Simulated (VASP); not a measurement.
Write the native input for VASP 6.6.1 that does the following.

| Property | Result |
| --- | --- |
| Task | single point |
| Functional | LDA |
| Potentials or basis | VASP PAW LDA potentials, release 64 (Mn_pv, O) |
| Cutoff | 520 eV |
| k mesh | 11 × 11 × 6 |
| Occupations | fermi-dirac, width 0.03 eV |
| Spin | no spin polarisation |
| Dipole correction | no |
| Further INCAR settings | ALGO = Normal; EDIFF = 1e-06; NBANDS = 20 |

The structure of MnO2 lies in POSCAR:

```
MnO2
1.0
    2.9126037410      0.0000000000      0.0000000000
   -1.4563018705      2.5223888309      0.0000000000
    0.0000000000      0.0000000000      4.6916199912
Mn O
1 2
Direct
    0.0000000000      0.0000000000      0.5000000000
    0.6666666667      0.3333333333      0.2937074300
    0.3333333333      0.6666666667      0.7062925700
```

The input as run:

INCAR

```
SYSTEM = MnO2
PREC = Accurate ; ENCUT = 520
EDIFF = 1E-6 ; ISMEAR = -1
SIGMA = 0.03 ; LREAL = .False.
LASPH = .True. ; NELM = 60
ALGO = Normal ; ISIF = 2
LWAVE = .False. ; LCHARG = .False.
GGA = CA ; NBANDS = 20
```

KPOINTS

```
regular mesh
0
Gamma
  11 11 6
  0 0 0
```

Potentials or basis: VASP PAW LDA potentials, release 64 (Mn_pv, O).

Run with:

```sh
$ cat potpaw_LDA.64/Mn_pv/POTCAR potpaw_LDA.64/O/POTCAR > POTCAR
$ mpirun -np 1 vasp_std > vasp.out
```

It gave:

```json
{"Pressure": "-25.9 GPa", "Largest force": "1.575 eV/Å", "Band gap on the k mesh": "zero (an odd number of electrons rules out a gap without spin polarisation)"}
```

Caveat: the cell stands under tension; an odd number of electrons without spin polarisation forces a metal; a magnetic or distorted state may lie lower; the run has no spin polarisation, though such a crystal can be magnetic; semilocal functionals often make such compounds metallic where correlation or magnetic order opens a gap, which also shifts bond lengths.

It took 45 s on 1 thread of AMD EPYC 7R13 Processor (Zen 3), on a shared host, peak memory 0.14 GiB.
